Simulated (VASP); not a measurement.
# BaO (Fm-3m) in VASP: single point with PBEsol

Aim: the single point of BaO with PBEsol.

Everything below comes from runs of VASP 6.6.1. Logs are shortened: lines on timing, memory, paths and dates and some standing lists are left out, and cuts for length are marked.

### 1 The cell of the first run

The structure is cubic, space group Fm-3m (No. 225). Conventional cell: a = 5.490 Å, b = 5.490 Å, c = 5.490 Å, α = 90.00°, β = 90.00°, γ = 90.00°. Within 3.6 Å of Ba (site symmetry m-3m) lie 6 O at 2.75 Å. Within 3.6 Å of O (site symmetry m-3m) lie 6 Ba at 2.75 Å.

### 2 Single point, PBEsol

Contents of INCAR:

```
SYSTEM = BaO
  ALGO = Normal
  EDIFF = 1E-6
  ENCUT = 1340
  GGA = PS
  GGA_COMPAT = .False.
  ISIF = 2
  ISMEAR = 0
  LASPH = .True.
  LCHARG = .True.
  LELF = .True.
  LREAL = .False.
  LVHAR = .True.
  LWAVE = .False.
  NBANDS = 15
  NELM = 120
  PREC = Accurate
  SIGMA = 0.02
```

Contents of KPOINTS:

```
k-points
0
Gamma
  6 6 6
  0 0 0
```

Contents of POSCAR:

```
BaO
1.0
    0.0000000000      2.7450539668      2.7450539668
    2.7450539668      0.0000000000      2.7450539668
    2.7450539668      2.7450539668      0.0000000000
Ba O
1 1
Direct
    0.0000000000      0.0000000000      0.0000000000
    0.5000000000      0.5000000000      0.5000000000
```

Potentials or basis: VASP PAW PBE potentials, release 64 (Ba_sv, O_h).

Run with:

```bash
$ cat potpaw_PBE.64/Ba_sv/POTCAR potpaw_PBE.64/O_h/POTCAR > POTCAR
$ mpirun -np 1 vasp_std > vasp.out
```

OUTCAR:

```text
SYSTEM = BaO
   EDIFF = 1E-6
   ENCUT = 1340
   GGA = PS
   ISIF = 2
   ISMEAR = 0
   LASPH = .True.
   LREAL = .False.
   NELM = 120
   PREC = Accurate

 ion  position               nearest neighbor table
   1  0.000  0.000  0.000-   2 2.75   2 2.75   2 2.75   2 2.75   2 2.75   2 2.75
   2  0.500  0.500  0.500-   1 2.75   1 2.75   1 2.75   1 2.75   1 2.75   1 2.75

  LATTYP: Found a face centered cubic cell.
 ALAT       =     5.4901079336

  Lattice vectors:

 A1 = (   0.0000000000,   2.7450539668,   2.7450539668)
 A2 = (   2.7450539668,   0.0000000000,   2.7450539668)
 A3 = (   2.7450539668,   2.7450539668,   0.0000000000)

Analysis of symmetry for initial positions (statically):
=====================================================================
 Subroutine PRICEL returns:
 Original cell was already a primitive cell.

 Routine SETGRP: Setting up the symmetry group for a
 face centered cubic supercell.

 Subroutine GETGRP returns: Found 48 space group operations
 (whereof 48 operations were pure point group operations)
 out of a pool of 48 trial point group operations.

The static configuration has the point symmetry O_h .

Analysis of symmetry for dynamics (positions and initial velocities):
=====================================================================
 Subroutine PRICEL returns:
 Original cell was already a primitive cell.

 Routine SETGRP: Setting up the symmetry group for a
 face centered cubic supercell.

 Subroutine GETGRP returns: Found 48 space group operations
 (whereof 48 operations were pure point group operations)
 out of a pool of 48 trial point group operations.

The dynamic configuration has the point symmetry O_h .

 Subroutine INISYM returns: Found 48 space group operations
 (whereof 48 operations are pure point group operations),
 and found     1 'primitive' translations

----------------------------------------------------------------------------------------

                                     Primitive cell

  volume of cell :      41.3697

  direct lattice vectors                    reciprocal lattice vectors
     0.000000000  2.745053967  2.745053967    -0.182145781  0.182145781  0.182145781
     2.745053967  0.000000000  2.745053967     0.182145781 -0.182145781  0.182145781
     2.745053967  2.745053967  0.000000000     0.182145781  0.182145781 -0.182145781

  length of vectors
     3.882092549  3.882092549  3.882092549     0.315485748  0.315485748  0.315485748

  position of ions in fractional coordinates (direct lattice)
     0.000000000  0.000000000  0.000000000
     0.500000000  0.500000000  0.500000000

  ion indices of the primitive-cell ions
   primitive index   ion index
                 1           1
                 2           2

----------------------------------------------------------------------------------------

 KPOINTS: k-points

Automatic generation of k-mesh.
 Grid dimensions read from file:
 generate k-points for:    6    6    6

 Generating k-lattice:

  Cartesian coordinates                     Fractional coordinates (reciprocal lattice)
    -0.030357630  0.030357630  0.030357630     0.166666667  0.000000000  0.000000000
     0.030357630 -0.030357630  0.030357630     0.000000000  0.166666667  0.000000000
     0.030357630  0.030357630 -0.030357630     0.000000000  0.000000000  0.166666667

  Length of vectors
     0.052580958  0.052580958  0.052580958

  Shift w.r.t. Gamma in fractional coordinates (k-lattice)
     0.000000000  0.000000000  0.000000000

 Subroutine IBZKPT returns following result:
 ===========================================

 Found     16 irreducible k-points:

 Following reciprocal coordinates:
            Coordinates               Weight
  0.000000  0.000000  0.000000      1.000000
  0.166667  0.000000  0.000000      8.000000
  0.333333  0.000000  0.000000      8.000000
  0.500000  0.000000  0.000000      4.000000
  0.166667  0.166667  0.000000      6.000000
  0.333333  0.166667  0.000000     24.000000
[... 8 lines left out ...]
 -0.333333  0.333333  0.166667     24.000000
 -0.333333  0.500000  0.166667     12.000000
   k-points           NKPTS =     16   k-points in BZ     NKDIM =     16   number of bands    NBANDS=     15
   number of dos      NEDOS =    301   number of ions     NIONS =      2
   total plane-waves  NPLWV = 110592
   dimension x,y,z NGX =    48 NGY =   48 NGZ =   48
   dimension x,y,z NGXF=    96 NGYF=   96 NGZF=   96
   ions per type =               1   1
   NGX,Y,Z   is equivalent  to a cutoff of  20.56, 20.56, 20.56 a.u.
   NGXF,Y,Z  is equivalent  to a cutoff of  41.11, 41.11, 41.11 a.u.
 SYSTEM =  BaO
   PREC   = accura    normal or accurate (medium, high low for compatibility)
   ISTART =      0    job   : 0-new  1-cont  2-samecut
   ICHARG =      2    charge: 1-file 2-atom 10-const
   ISPIN  =      1    spin polarized calculation?
   LNONCOLLINEAR =      F non collinear calculations
   LSORBIT =      F    spin-orbit coupling
   LASPH  =      T    aspherical Exc in radial PAW
   ENCUT  = 1340.0 eV  98.49 Ry    9.92 a.u.  11.59 11.59 11.59*2*pi/ulx,y,z
   NELM   =    120;   NELMIN=  2; NELMDL= -5     # of ELM steps
   EDIFF  = 0.1E-05   stopping-criterion for ELM
   LREAL  =      F    real-space projection
   EDIFFG = 0.1E-04   stopping-criterion for IOM
   NSW    =      0    number of steps for IOM
   IBRION =     -1    ionic relax: 0-MD 1-quasi-New 2-CG
   NFREE  =      0    steps in history (QN), initial steepest desc. (CG)
   ISIF   =      2    stress and relaxation
   ISYM   =      2    0-nonsym 1-usesym 2-fastsym
   POTIM  = 0.5000    time-step for ionic-motion
   TEBEG  =    0.0;   TEEND  =   0.0 temperature during run
   PSTRESS=    0.0 pullay stress
   NELECT =      16.0000    total number of electrons
   NUPDOWN=      -1.0000    fix difference up-down
   EMIN   =  10.00;   EMAX   =-10.00  energy-range for DOS
   EFERMI =   0.00;   METHOD = LEGACY
   ISMEAR =     0;   SIGMA  =   0.02  broadening in eV -4-tet -1-fermi 0-gaus
   EFERMI_NEDOS =   21; number of points for ismear=-14 and -15
   IALGO  =     38    algorithm
   IMIX   =      4    mixing-type and parameters
     AMIX     =   0.40;   BMIX     =  1.00
     AMIX_MAG =   1.60;   BMIX_MAG =  1.00
  volume/ion in A,a.u.               =      20.68       139.59
  Fermi-wavevector in a.u.,A,eV,Ry     =   1.192762  2.253994 19.356766  1.422682
  Thomas-Fermi vector in A             =   2.328793
   LORBIT       =      0    0 simple, 1 ext, 2 COOP (PROOUT), +10 PAW based schemes
   GGA     = PS    functional components
   LHFCALC =     F    Hartree Fock is set to
   AEXX    =    0.0000 exact exchange contribution
   IVDW    =     0    specifies the selected vdW correction
   LEPSILON=     F    determine dielectric tensor
   LRPA    =     F    only Hartree local field effects (RPA)
 non-spin polarized calculation
 Gauss-broadening in eV      SIGMA  =   0.02
  energy-cutoff  :     1340.00
  volume of cell :       41.37
 maximum number of plane-waves:      4645
 NGX is ok and might be reduce to    48
   NGX = 23   NGY = 23   NGZ = 23

 number of electron      16.0000000 magnetization

 Free energy of the ion-electron system (eV)
  ---------------------------------------------------
  ext. energy  EPLUGINS =         0.00000000
  ---------------------------------------------------
  free energy    TOTEN  =       -12.39917125 eV

  energy without entropy =      -12.39917125  energy(sigma->0) =      -12.39917125

 E-fermi :   2.1757     XC(G=0):  -9.9809

 val. band max:        2.0834106302   @ k =   0.5000   0.5000   0.0000
 cond. band min:       3.8541310134   @ k =   0.5000   0.5000   0.0000
 fundamental gap:      1.7707203832
 Fermi energy:         2.1757217706

 k-point     1 :       0.0000    0.0000    0.0000
  band No.  band energies     occupation
      1     -23.7682      2.00000
      2     -12.9267      2.00000
      3      -8.2028      2.00000
      4      -8.2028      2.00000
      5      -8.2028      2.00000
      6       1.6567      2.00000
      7       1.6567      2.00000
      8       1.6567      2.00000
      9       5.5592      0.00000
     10       6.6949      0.00000
     11       6.6949      0.00000
     12       6.6949      0.00000
     13       9.0513      0.00000
     14       9.0513      0.00000
     15      11.8506      0.00000

 k-point     2 :       0.1667    0.0000    0.0000
  band No.  band energies     occupation
      1     -23.6976      2.00000
      2     -13.1300      2.00000
      3      -8.2669      2.00000
      4      -8.2360      2.00000
      5      -8.2360      2.00000
      6       1.0856      2.00000
      7       1.3017      2.00000
      8       1.3017      2.00000
      9       6.4056      0.00000
     10       6.7876      0.00000
     11       7.2226      0.00000
     12       7.2226      0.00000
     13       9.7710      0.00000
     14       9.7710      0.00000
     15      13.5313      0.00000

 k-point     3 :       0.3333    0.0000    0.0000
  band No.  band energies     occupation
      1     -23.5504      2.00000
      2     -13.5381      2.00000
      3      -8.3808      2.00000
      4      -8.3000      2.00000
      5      -8.3000      2.00000
      6       0.2572      2.00000
      7       0.7079      2.00000
      8       0.7079      2.00000
      9       6.6366      0.00000
     10       8.5000      0.00000
     11       8.5000      0.00000
     12       8.9972      0.00000
     13      11.3724      0.00000
     14      11.3724      0.00000
     15      15.9700      0.00000
[... 199 lines left out ...]
 k-point    15 :      -0.3333    0.3333    0.1667
  band No.  band energies     occupation
      1     -23.4110      2.00000
      2     -13.4612      2.00000
      3      -9.1462      2.00000
      4      -9.1342      2.00000
      5      -8.2953      2.00000
      6       0.5131      2.00000
      7       1.4633      2.00000
      8       1.4824      2.00000
      9       6.7496      0.00000
     10       6.9993      0.00000
     11       9.5392      0.00000
     12      10.7475      0.00000
     13      12.1730      0.00000
     14      14.0195      0.00000
     15      14.6826      0.00000

 k-point    16 :      -0.3333    0.5000    0.1667
  band No.  band energies     occupation
      1     -23.3914      2.00000
      2     -13.2997      2.00000
      3      -9.6171      2.00000
      4      -9.1248      2.00000
      5      -8.4187      2.00000
      6       0.9082      2.00000
      7       1.8041      2.00000
      8       1.9518      2.00000
      9       5.2099      0.00000
     10       8.2452      0.00000
     11       8.8307      0.00000
     12      11.7672      0.00000
     13      12.0509      0.00000
     14      14.2494      0.00000
     15      14.5502      0.00000

------------------------ aborting loop because EDIFF is reached ----------------------------------------

  FORCE on cell =-STRESS in cart. coord.  units (eV):
  Direction    XX          YY          ZZ          XY          YZ          ZX
  --------------------------------------------------------------------------------------
  -------------------------------------------------------------------------------------
  Total        0.4805434      0.4805434      0.4805434      0.0000000     -0.0000000      0.0000000
  in kB       18.6106083     18.6106083     18.6106083      0.0000000     -0.0000000      0.0000000
  external PRESSURE =      18.6106083 kB  Pullay stress =       0.0000000 kB

 VOLUME and BASIS-vectors are now :
 -----------------------------------------------------------------------------
  energy-cutoff  :     1340.00
  volume of cell :       41.37
      direct lattice vectors                 reciprocal lattice vectors
     0.000000000  2.745053967  2.745053967    -0.182145781  0.182145781  0.182145781
     2.745053967  0.000000000  2.745053967     0.182145781 -0.182145781  0.182145781
     2.745053967  2.745053967  0.000000000     0.182145781  0.182145781 -0.182145781

 POSITION                                       TOTAL-FORCE (eV/Angst)
 -----------------------------------------------------------------------------------
      0.00000      0.00000      0.00000        -0.000000      0.000000     -0.000000
      2.74505      2.74505      2.74505         0.000000     -0.000000      0.000000
 -----------------------------------------------------------------------------------
    total drift:                               -0.000000     -0.000000     -0.000000

  FREE ENERGIE OF THE ION-ELECTRON SYSTEM (eV)
  ---------------------------------------------------
  free  energy   TOTEN  =       -12.3991712489 eV

  energy  without entropy=      -12.3991712489  energy(sigma->0) =      -12.39917125
```

Wall time 41 s (1 thread of AMD EPYC 7R43 (Zen 3), shared host); peak memory 0.3 GiB.

What came out:

* Free energy: -12.3992 eV
* Pressure: 1.9 GPa
* Band gap on the k mesh: 1.77 eV

Caveat: the PAW data sets were made with another functional, which shifts forces and pressure a little; spin-orbit coupling is left out, which moves the levels of the heavy elements. A k mesh can miss the band edges.
